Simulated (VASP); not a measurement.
Ru: single point with LDA

The system is Ru.

```xyz
2
Lattice="2.7078 0.0000 0.0000 -1.3539 2.3450 0.0000 0.0000 0.0000 4.2681" Properties=species:S:1:pos:R:3 pbc="T T T"
Ru    0.0000    1.5634    1.0670
Ru    1.3539    0.7817    3.2011
```

```json
{
  "Program": "VASP 6.6.1",
  "Task": "single point",
  "Functional": "LDA",
  "Potentials or basis": "VASP PAW LDA potentials, release 64 (Ru_pv)",
  "Cutoff": "520 eV",
  "k mesh": "9 × 9 × 6",
  "Occupations": "methfessel-paxton, width 0.1 eV",
  "Spin": "collinear spin, ferromagnetic start",
  "Starting moments": "[3.0, 3.0] μB",
  "Dipole correction": "no",
  "Further INCAR settings": "ALGO = Normal; EDIFF = 1e-06; NBANDS = 25"
}
```

The pressure is -11.1 GPa, the band gap on the k mesh is zero (filled and empty bands overlap) and the net moment is 0.00 μB per cell. The valence electrons inside the program's atomic spheres are Ru 12.68.

Stress tensor (GPa, compression positive):
```
-11.56   0.00   0.00
  0.00 -11.56   0.00
  0.00   0.00 -10.22
```

Levels at points of the mesh, in eV from the Fermi level:
Spin up:
```tsv
k point	band 11	band 12	band 13	band 14	band 15	band 16	band 17	band 18
(0.00, 0.00, 0.00)	-2.48	-2.01	-2.01	-1.50	-1.50	1.13	1.13	1.27
(0.00, 0.00, 0.50)	-2.88	-2.88	-2.78	-2.78	0.49	0.49	0.49	0.49
```
Spin down:
```tsv
k point	band 12	band 13	band 14	band 15	band 16	band 17
(0.00, 0.00, 0.00)	-2.01	-2.01	-1.50	-1.50	1.13	1.13
(0.00, 0.00, 0.50)	-2.88	-2.78	-2.78	0.49	0.49	0.49
```

Run time: 27 s on 1 thread of Intel Xeon 6975P-C (shared host), peak memory 0.16 GiB.
